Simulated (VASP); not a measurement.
Here is a VASP 6.6.1 calculation.

File INCAR:

```
SYSTEM = MnO
  PREC = Accurate
  ENCUT = 520
  EDIFF = 1E-6
  ISMEAR = 0
  SIGMA = 0.1
  LREAL = .False.
  LASPH = .True.
  NELM = 150
  ALGO = Normal
  ISIF = 2
  LWAVE = .False.
  LCHARG = .False.
  ISPIN = 2
  MAGMOM = 4 0
  LORBIT = 11
  LMAXMIX = 4
  GGA = PE
  NBANDS = 20
```

File KPOINTS:

```
regular mesh
0
Gamma
  6 6 6
  0 0 0
```

The input POSCAR:

```
MnO
1.0
    0.0000000000      2.2239077028      2.2239077028
    2.2239077028      0.0000000000      2.2239077028
    2.2239077028      2.2239077028      0.0000000000
Mn O
1 1
Direct
    0.0000000000      0.0000000000      0.0000000000
    0.5000000000      0.5000000000      0.5000000000
```

Potentials or basis: VASP PAW PBE potentials, release 64 (Mn_pv, O).

Run with:

```bash
$ cat potpaw_PBE.64/Mn_pv/POTCAR potpaw_PBE.64/O/POTCAR > POTCAR
$ mpirun -np 1 vasp_std > vasp.out
```

(1) Predict the pressure.

(2) Predict the net moment.

(3) Estimate the site moments.

## Answers

(1) -1.4 GPa.

(2) 4.72 μB per cell.

(3) Mn +4.29; O +0.19 μB.

Caveat: the k points lie up to 0.41 Å⁻¹ apart; a cell with one magnetic atom can't hold antiferromagnetic order, which such compounds often take.
